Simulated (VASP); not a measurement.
# AlN (P6_3mc) in VASP: further runs

AlN is run at these levels: PBE; tasks: single point.

Everything below comes from runs of VASP 6.6.1. Logs are shortened: lines on timing, memory, paths and dates and some standing lists are left out, and cuts for length are marked.

### 1 The cell of the first run

The structure is hexagonal, space group P6_3mc (No. 186). The conventional cell has a = 3.130 Å, b = 3.130 Å, c = 5.018 Å, α = 90.00°, β = 90.00°, γ = 120.00°. Within 2.5 Å of Al (site symmetry 3m) lie 4 N at 1.90 to 1.91 Å. Within 2.5 Å of N (site symmetry 3m) lie 4 Al at 1.90 to 1.91 Å.

### 2 Single point, PBE

The input, INCAR:

```
SYSTEM = AlN
PREC     = Accurate       ! precision mode
ENCUT    = 520            ! plane-wave cutoff, eV
EDIFF    = 1E-6           ! SCF threshold, eV
ISMEAR   = 0              ! smearing method
SIGMA    = 0.01           ! smearing width, eV
LREAL    = Auto         
LASPH    = .TRUE.         ! aspherical terms in the spheres
NELM     = 100            ! most SCF steps
ALGO     = Normal         ! electronic algorithm
ISIF     = 2              ! what is computed and relaxed
LWAVE    = .FALSE.        ! write WAVECAR
LCHARG   = .TRUE.         ! write CHGCAR
GGA      = PE             ! functional
LELF     = .TRUE.         ! ELF
LVHAR    = .TRUE.       
NBANDS   = 46             ! bands
```

The input, KPOINTS:

```
Automatic mesh
0
G
  2 2 2
  0 0 0
```

The input, POSCAR:

```
AlN
1.0
    0.0000000000      0.0000000000      5.0180433215
    6.2604168406      0.0000000000      0.0000000000
   -3.1302084203      5.4216800223      0.0000000000
Al N
8 8
Direct
    0.4992342258      0.3333333333      0.1666666667
    0.4992342258      0.3333333333      0.6666666667
    0.4992342258      0.8333333333      0.1666666667
    0.4992342258      0.8333333333      0.6666666667
    0.9992342258      0.1666666667      0.3333333333
    0.9992342258      0.1666666667      0.8333333333
    0.9992342258      0.6666666667      0.3333333333
    0.9992342258      0.6666666667      0.8333333333
    0.8807657742      0.3333333333      0.1666666667
    0.8807657742      0.3333333333      0.6666666667
    0.8807657742      0.8333333333      0.1666666667
    0.8807657742      0.8333333333      0.6666666667
    0.3807657742      0.1666666667      0.3333333333
    0.3807657742      0.1666666667      0.8333333333
    0.3807657742      0.6666666667      0.3333333333
    0.3807657742      0.6666666667      0.8333333333
```

Potentials or basis: VASP PAW PBE potentials, release 64 (Al, N).

Started as:

```sh
$ cat potpaw_PBE.64/Al/POTCAR potpaw_PBE.64/N/POTCAR > POTCAR
$ mpirun -np 1 vasp_std > vasp.out
```

OUTCAR:

```text
SYSTEM = AlN
   PREC = Accurate
   ENCUT = 520
   EDIFF = 1E-6
   ISMEAR = 0
   LREAL = Auto
   LASPH = .TRUE.
   NELM = 100
   ISIF = 2
   GGA = PE

 ion  position               nearest neighbor table
   1  0.499  0.333  0.167-  13 1.90  15 1.90  14 1.90   9 1.91   5 3.09   5 3.09   7 3.09   7 3.09
                             6 3.09   6 3.09   3 3.13   3 3.13   4 3.13   2 3.13   2 3.13   4 3.13
   2  0.499  0.333  0.667-  14 1.90  16 1.90  13 1.90  10 1.91   6 3.09   6 3.09   8 3.09   8 3.09
                             5 3.09   5 3.09   4 3.13   4 3.13   3 3.13   3 3.13   1 3.13   1 3.13
   3  0.499  0.833  0.167-  15 1.90  13 1.90  16 1.90  11 1.91   7 3.09   7 3.09   5 3.09   5 3.09
                             8 3.09   8 3.09   1 3.13   1 3.13   2 3.13   2 3.13   4 3.13   4 3.13
   4  0.499  0.833  0.667-  16 1.90  14 1.90  15 1.90  12 1.91   8 3.09   8 3.09   6 3.09   6 3.09
                             7 3.09   7 3.09   2 3.13   2 3.13   1 3.13   1 3.13   3 3.13   3 3.13
   5  0.999  0.167  0.333-   9 1.90  11 1.90  10 1.90  13 1.91   1 3.09   1 3.09   3 3.09   3 3.09
                             2 3.09   2 3.09   7 3.13   7 3.13   8 3.13   8 3.13   6 3.13   6 3.13
   6  0.999  0.167  0.833-  10 1.90  12 1.90   9 1.90  14 1.91   2 3.09   2 3.09   4 3.09   4 3.09
                             1 3.09   1 3.09   8 3.13   8 3.13   7 3.13   5 3.13   5 3.13   7 3.13
   7  0.999  0.667  0.333-  11 1.90   9 1.90  12 1.90  15 1.91   3 3.09   3 3.09   1 3.09   1 3.09
                             4 3.09   4 3.09   5 3.13   5 3.13   6 3.13   8 3.13   8 3.13   6 3.13
   8  0.999  0.667  0.833-  12 1.90  10 1.90  11 1.90  16 1.91   4 3.09   4 3.09   2 3.09   2 3.09
                             3 3.09   3 3.09   6 3.13   6 3.13   5 3.13   7 3.13   7 3.13   5 3.13
   9  0.881  0.333  0.167-   5 1.90   7 1.90   6 1.90   1 1.91
[... 14 lines left out ...]
 A1 = (   6.2604168406,   0.0000000000,   0.0000000000)
 A2 = (  -3.1302084203,   5.4216800223,   0.0000000000)
 A3 = (   0.0000000000,   0.0000000000,   5.0180433215)

Analysis of symmetry for initial positions (statically):
=====================================================================
 Subroutine PRICEL returns following result:

  LATTYP: Found a hexagonal cell.
 ALAT       =     3.1302084203
 C/A-ratio  =     1.6031019816

  Lattice vectors:

 A1 = (   3.1302084203,   0.0000000000,   0.0000000000)
 A2 = (  -1.5651042101,   2.7108400112,   0.0000000000)
 A3 = (   0.0000000000,   0.0000000000,   5.0180433215)

   4 primitive cells build up your supercell.

 Routine SETGRP: Setting up the symmetry group for a
 hexagonal supercell.

 Subroutine GETGRP returns: Found 12 space group operations
 (whereof  6 operations were pure point group operations)
 out of a pool of 24 trial point group operations.

The static configuration has the point symmetry C_3v.
 The point group associated with its full space group is C_6v.

Analysis of symmetry for dynamics (positions and initial velocities):
=====================================================================
 Subroutine PRICEL returns following result:

  LATTYP: Found a hexagonal cell.
 ALAT       =     3.1302084203
 C/A-ratio  =     1.6031019816

  Lattice vectors:

 A1 = (   3.1302084203,   0.0000000000,   0.0000000000)
 A2 = (  -1.5651042101,   2.7108400112,   0.0000000000)
 A3 = (   0.0000000000,   0.0000000000,   5.0180433215)

   4 primitive cells build up your supercell.

 Routine SETGRP: Setting up the symmetry group for a
 hexagonal supercell.

 Subroutine GETGRP returns: Found 12 space group operations
 (whereof  6 operations were pure point group operations)
 out of a pool of 24 trial point group operations.

The dynamic configuration has the point symmetry C_3v.
 The point group associated with its full space group is C_6v.

 Subroutine INISYM returns: Found 12 space group operations
 (whereof  6 operations are pure point group operations),
 and found     4 'primitive' translations

----------------------------------------------------------------------------------------

                                     Primitive cell

  volume of cell :      42.5806

  direct lattice vectors                    reciprocal lattice vectors
     3.130208420  0.000000000  0.000000000     0.319467545  0.184444673  0.000000000
    -1.565104210  2.710840011  0.000000000     0.000000000  0.368889346  0.000000000
     0.000000000  0.000000000  5.018043322     0.000000000  0.000000000  0.199280862

  length of vectors
     3.130208420  3.130208420  5.018043322     0.368889346  0.368889346  0.199280862

  position of ions in fractional coordinates (direct lattice)
     0.666666667  0.333333333  0.499234226
     0.333333333  0.666666667  0.999234226
     0.666666667  0.333333333  0.880765774
     0.333333333  0.666666667  0.380765774

  ion indices of the primitive-cell ions
   primitive index   ion index
                 1           1
                 2           5
                 3           9
                 4          13

----------------------------------------------------------------------------------------

 KPOINTS: Automatic mesh

Automatic generation of k-mesh.
 Grid dimensions read from file:
 generate k-points for:    2    2    2

 Generating k-lattice:

  Cartesian coordinates                     Fractional coordinates (reciprocal lattice)
     0.000000000  0.000000000  0.099640431     0.500000000  0.000000000  0.000000000
     0.079866886  0.046111168  0.000000000     0.000000000  0.500000000  0.000000000
     0.000000000  0.092222337  0.000000000     0.000000000  0.000000000  0.500000000

  Length of vectors
     0.099640431  0.092222337  0.092222337

  Shift w.r.t. Gamma in fractional coordinates (k-lattice)
     0.000000000  0.000000000  0.000000000

 Subroutine IBZKPT returns following result:
 ===========================================

 Found      4 irreducible k-points:

 Following reciprocal coordinates:
            Coordinates               Weight
  0.000000  0.000000  0.000000      1.000000
  0.500000  0.000000  0.000000      1.000000
  0.000000  0.500000  0.000000      3.000000
  0.500000  0.500000  0.000000      3.000000
   k-points           NKPTS =      4   k-points in BZ     NKDIM =      4   number of bands    NBANDS=     46
   number of dos      NEDOS =    301   number of ions     NIONS =     16
   total plane-waves  NPLWV =  92160
   dimension x,y,z NGX =    40 NGY =   48 NGZ =   48
   dimension x,y,z NGXF=    80 NGYF=   96 NGZF=   96
   ions per type =               8   8
   NGX,Y,Z   is equivalent  to a cutoff of  13.25, 12.75, 12.75 a.u.
   NGXF,Y,Z  is equivalent  to a cutoff of  26.50, 25.49, 25.49 a.u.
 SYSTEM =  AlN
   PREC   = accura    normal or accurate (medium, high low for compatibility)
   ISTART =      0    job   : 0-new  1-cont  2-samecut
   ICHARG =      2    charge: 1-file 2-atom 10-const
   ISPIN  =      1    spin polarized calculation?
   LNONCOLLINEAR =      F non collinear calculations
   LSORBIT =      F    spin-orbit coupling
   LASPH  =      T    aspherical Exc in radial PAW
   ENCUT  =  520.0 eV  38.22 Ry    6.18 a.u.   9.33 11.64 11.64*2*pi/ulx,y,z
   NELM   =    100;   NELMIN=  2; NELMDL= -5     # of ELM steps
   EDIFF  = 0.1E-05   stopping-criterion for ELM
   LREAL  =      T    real-space projection
   EDIFFG = 0.1E-04   stopping-criterion for IOM
   NSW    =      0    number of steps for IOM
   IBRION =     -1    ionic relax: 0-MD 1-quasi-New 2-CG
   NFREE  =      0    steps in history (QN), initial steepest desc. (CG)
   ISIF   =      2    stress and relaxation
   ISYM   =      2    0-nonsym 1-usesym 2-fastsym
   POTIM  = 0.5000    time-step for ionic-motion
   TEBEG  =    0.0;   TEEND  =   0.0 temperature during run
   PSTRESS=    0.0 pullay stress
   NELECT =      64.0000    total number of electrons
   NUPDOWN=      -1.0000    fix difference up-down
   EMIN   =  10.00;   EMAX   =-10.00  energy-range for DOS
   EFERMI =   0.00;   METHOD = LEGACY
   ISMEAR =     0;   SIGMA  =   0.01  broadening in eV -4-tet -1-fermi 0-gaus
   EFERMI_NEDOS =   21; number of points for ismear=-14 and -15
   IALGO  =     38    algorithm
   IMIX   =      4    mixing-type and parameters
     AMIX     =   0.40;   BMIX     =  1.00
     AMIX_MAG =   1.60;   BMIX_MAG =  1.00
  volume/ion in A,a.u.               =      10.65        71.84
  Fermi-wavevector in a.u.,A,eV,Ry     =   1.181347  2.232423 18.988043  1.395582
  Thomas-Fermi vector in A             =   2.317623
   LORBIT       =      0    0 simple, 1 ext, 2 COOP (PROOUT), +10 PAW based schemes
   GGA     = PE    functional components
   LHFCALC =     F    Hartree Fock is set to
   AEXX    =    0.0000 exact exchange contribution
   IVDW    =     0    specifies the selected vdW correction
   LEPSILON=     F    determine dielectric tensor
   LRPA    =     F    only Hartree local field effects (RPA)
 non-spin polarized calculation
 Gauss-broadening in eV      SIGMA  =   0.01
  energy-cutoff  :      520.00
  volume of cell :      170.32
 maximum number of plane-waves:      4596
 NGX is ok and might be reduce to    40

 number of electron      63.9999991 magnetization

 Free energy of the ion-electron system (eV)
  ---------------------------------------------------
  ext. energy  EPLUGINS =         0.00000000
  ---------------------------------------------------
  free energy    TOTEN  =      -118.99515783 eV

  energy without entropy =     -118.99515783  energy(sigma->0) =     -118.99515783

 E-fermi :   6.0320     XC(G=0): -10.8238

 val. band max:        5.9766461707   @ k =   0.0000   0.0000   0.0000
 cond. band min:      10.0159351152   @ k =   0.0000   0.0000   0.0000
 fundamental gap:      4.0392889446
 Fermi energy:         6.0319895569

 k-point     1 :       0.0000    0.0000    0.0000
  band No.  band energies     occupation
      1      -9.0933      2.00000
      2      -7.1775      2.00000
      3      -7.1775      2.00000
      4      -7.1775      2.00000
      5      -7.0080      2.00000
      6      -6.5017      2.00000
[... 177 lines left out ...]
     43      14.8679      0.00000
     44      14.8679      0.00000
 [bands above 44 left out]

------------------------ aborting loop because EDIFF is reached ----------------------------------------

  FORCE on cell =-STRESS in cart. coord.  units (eV):
  Direction    XX          YY          ZZ          XY          YZ          ZX
  --------------------------------------------------------------------------------------
  -------------------------------------------------------------------------------------
  Total       -0.2252551     -0.2252551     -0.5438258      0.0000000     -0.0000000      0.0000000
  in kB       -2.1189158     -2.1189158     -5.1156264      0.0000000     -0.0000000      0.0000000
  external PRESSURE =      -3.1178193 kB  Pullay stress =       0.0000000 kB

 VOLUME and BASIS-vectors are now :
 -----------------------------------------------------------------------------
  energy-cutoff  :      520.00
  volume of cell :      170.32
      direct lattice vectors                 reciprocal lattice vectors
     0.000000000  0.000000000  5.018043322     0.000000000  0.000000000  0.199280862
     6.260416841  0.000000000  0.000000000     0.159733773  0.092222337  0.000000000
    -3.130208420  5.421680022  0.000000000     0.000000000  0.184444673  0.000000000

 POSITION                                       TOTAL-FORCE (eV/Angst)
 -----------------------------------------------------------------------------------
      1.56510      0.90361      2.50518        -0.000000      0.000000     -0.013224
     -0.00000      3.61445      2.50518        -0.000000      0.000000     -0.013224
      4.69531      0.90361      2.50518        -0.000000      0.000000     -0.013224
      3.13021      3.61445      2.50518        -0.000000      0.000000     -0.013224
      0.00000      1.80723      5.01420         0.000000      0.000000     -0.013224
     -1.56510      4.51807      5.01420         0.000000      0.000000     -0.013224
[... 8 lines left out ...]
      3.13021      1.80723      1.91070         0.000000      0.000000      0.013224
      1.56510      4.51807      1.91070        -0.000000     -0.000000      0.013224
 -----------------------------------------------------------------------------------
    total drift:                                0.000001     -0.000001      0.035487

  FREE ENERGIE OF THE ION-ELECTRON SYSTEM (eV)
  ---------------------------------------------------
  free  energy   TOTEN  =      -118.9951578321 eV

  energy  without entropy=     -118.9951578321  energy(sigma->0) =     -118.99515783
```

It took 54 s on 1 thread of Intel Xeon Platinum 8559C (Emerald Rapids), shared host; peak memory 0.28 GiB.

Results:

- Free energy: -118.9952 eV
- Pressure: -0.3 GPa
- Largest force: 0.013 eV/Å
- Band gap on the k mesh: 4.04 eV

Forces in eV/Å, atoms in the order of the input:
```
Al   0.000  0.000 -0.013
Al   0.000  0.000 -0.013
Al   0.000  0.000 -0.013
Al   0.000  0.000 -0.013
Al   0.000  0.000 -0.013
Al   0.000  0.000 -0.013
Al   0.000  0.000 -0.013
Al   0.000  0.000 -0.013
N    0.000  0.000  0.013
N    0.000  0.000  0.013
N    0.000  0.000  0.013
N    0.000  0.000  0.013
N    0.000  0.000  0.013
N    0.000  0.000  0.013
N    0.000  0.000  0.013
N    0.000  0.000  0.013
```

Levels at points of the mesh, in eV from the valence-band top:
| k point | band 28 | band 29 | band 30 | band 31 | band 32 | band 33 | band 34 | band 35 | band 36 | band 37 |
| --- | --- | --- | --- | --- | --- | --- | --- | --- | --- | --- |
| (0.00, 0.00, 0.00) | -0.68 | -0.68 | -0.20 | -0.20 | 0.00 | 4.04 | 5.75 | 5.75 | 5.75 | 5.75 |
| (0.50, 0.00, 0.00) | -1.35 | -0.53 | -0.53 | -0.53 | -0.53 | 5.24 | 5.24 | 5.24 | 5.24 | 5.24 |
| (0.00, 0.50, 0.00) | -1.42 | -0.43 | -0.43 | -0.41 | -0.41 | 5.70 | 5.70 | 6.05 | 6.05 | 7.49 |
| (0.50, 0.50, 0.00) | -1.02 | -0.96 | -0.96 | -0.96 | -0.96 | 6.43 | 6.43 | 6.43 | 6.43 | 6.56 |

Caveat: the k points lie up to 0.63 Å⁻¹ apart.

### 3 Single point, PBE

This run uses another cell than the first one: it holds 4 atoms, not 16.

The input, INCAR:

```
  ALGO = Normal
  EDIFF = 1E-6
  ENCUT = 520
  GGA = PE
  ISIF = 2
  ISMEAR = 0
  LASPH = True
  LCHARG = True
  LELF = True
  LREAL = False
  LVHAR = True
  LWAVE = False
  NBANDS = 16
  NELM = 100
  PREC = Accurate
  SIGMA = 0.01
```

The input, KPOINTS:

```
k-points
0
Gamma
  12 12 6
```

The input, POSCAR:

```
AlN
1.0
    3.1302084203      0.0000000000      0.0000000000
   -1.5651042102      2.7108400111      0.0000000000
    0.0000000000      0.0000000000      5.0180433215
Al N
2 2
Direct
    0.6666666667      0.3333333333      0.4992342258
    0.3333333333      0.6666666667      0.9992342258
    0.6666666667      0.3333333333      0.8807657742
    0.3333333333      0.6666666667      0.3807657742
```

Potentials or basis: VASP PAW PBE potentials, release 64 (Al, N).

Started as:

```sh
$ cat potpaw_PBE.64/Al/POTCAR potpaw_PBE.64/N/POTCAR > POTCAR
$ mpirun -np 1 vasp_std > vasp.out
```

It took 23 s on 1 thread of Intel Xeon Platinum 8559C (Emerald Rapids), shared host; peak memory 0.18 GiB.

Results (log left out):

```
Free energy            : -29.7805 eV
Pressure               : -0.3 GPa
Band gap on the k mesh : 4.04 eV
```

Levels at points of the mesh, in eV from the valence-band top:
| k point | band 6 | band 7 | band 8 | band 9 | band 10 | band 11 |
| --- | --- | --- | --- | --- | --- | --- |
| (0.00, 0.00, 0.00) | -0.20 | -0.20 | 0.00 | 4.04 | 6.51 | 10.46 |
| (0.50, 0.00, 0.00) | -2.05 | -1.74 | -0.68 | 5.76 | 5.76 | 8.02 |
| (0.00, 0.00, 0.50) | -0.53 | -0.53 | -0.53 | 6.31 | 6.31 | 10.17 |
| (0.50, 0.00, 0.50) | -1.44 | -1.35 | -1.35 | 5.25 | 5.25 | 9.14 |
